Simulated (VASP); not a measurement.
Set up this calculation in VASP 6.6.1, as the native input.

- Task: single point
- Functional: LDA
- Potentials or basis: VASP PAW LDA potentials, release 64 (Cu, O)
- Cutoff: 600 eV
- k mesh: 7 × 7 × 2
- Occupations: gaussian, width 0.05 eV
- Spin: collinear spin, zero start
- Starting moments: [0.0, 0.0, 0.0, 0.0, 0.0, 0.0, 0.0, 0.0] μB
- Hubbard terms: Cu d U = 5.0 eV
- Dipole correction: no
- Further INCAR settings: ALGO = Normal; EDIFF = 1e-06; NBANDS = 48

The structure of CuO lies in POSCAR:

```
CuO
1.0
    3.1795331000      0.0000000000      0.0000000000
   -1.5897665500      2.7535564400      0.0000000000
    0.0000000000      0.0000000000      8.8629814600
Cu O
4 4
Direct
    0.0000000000      0.0000000000      0.0000000000
    0.0000000000      0.0000000000      0.2500000000
    0.0000000000      0.0000000000      0.5000000000
    0.0000000000      0.0000000000      0.7500000000
    0.3333333333      0.6666666667      0.1250000000
    0.6666666667      0.3333333333      0.3750000000
    0.3333333333      0.6666666667      0.6250000000
    0.6666666667      0.3333333333      0.8750000000
```

The input as run:

INCAR

```
SYSTEM = CuO
ALGO     = Normal         ! electronic algorithm
EDIFF    = 1E-6           ! SCF threshold, eV
ENCUT    = 600            ! plane-wave cutoff, eV
GGA_COMPAT= .FALSE.      
ISIF     = 2              ! what is computed and relaxed
ISMEAR   = 0              ! smearing method
ISPIN    = 2              ! spin polarisation
LASPH    = .TRUE.         ! aspherical terms in the spheres
LCHARG   = .FALSE.        ! write CHGCAR
LDAU     = .TRUE.         ! DFT+U
LDAUJ    = 0 0          
LDAUL    = 2 -1           ! shell
LDAUPRINT= 1            
LDAUTYPE = 2            
LDAUU    = 5 0            ! U, eV
LMAXMIX  = 4              ! l up to which the mixer works
LORBIT   = 11             ! projections on sites
LREAL    = .FALSE.        ! projectors in reciprocal space
LWAVE    = .FALSE.        ! write WAVECAR
MAGMOM   = 0 0 0 0 0 0 0 0 ! initial moments
NBANDS   = 48             ! bands
NELM     = 200            ! most SCF steps
PREC     = Accurate       ! precision mode
SIGMA    = 0.05           ! smearing width, eV
```

KPOINTS

```
k-points
0
G
  7 7 2
  0 0 0
```

Potentials or basis: VASP PAW LDA potentials, release 64 (Cu, O).

Command:

```console
$ cat potpaw_LDA.64/Cu/POTCAR potpaw_LDA.64/O/POTCAR > POTCAR
$ mpirun -np 1 vasp_std > vasp.out
```

Results of the run:

- Pressure: -14.7 GPa
- Band gap on the k mesh: zero (filled and empty bands overlap)
- Net moment: 0.00 μB per cell
- Valence electrons inside the program's atomic spheres: Cu 10.01; O 4.83

Caveat: the stress differs along the axes, from -28 to 12 GPa.

Run time: 3.6 min on 1 thread of Oxide Virtual Turin-like Processor (shared host), peak memory 0.22 GiB.
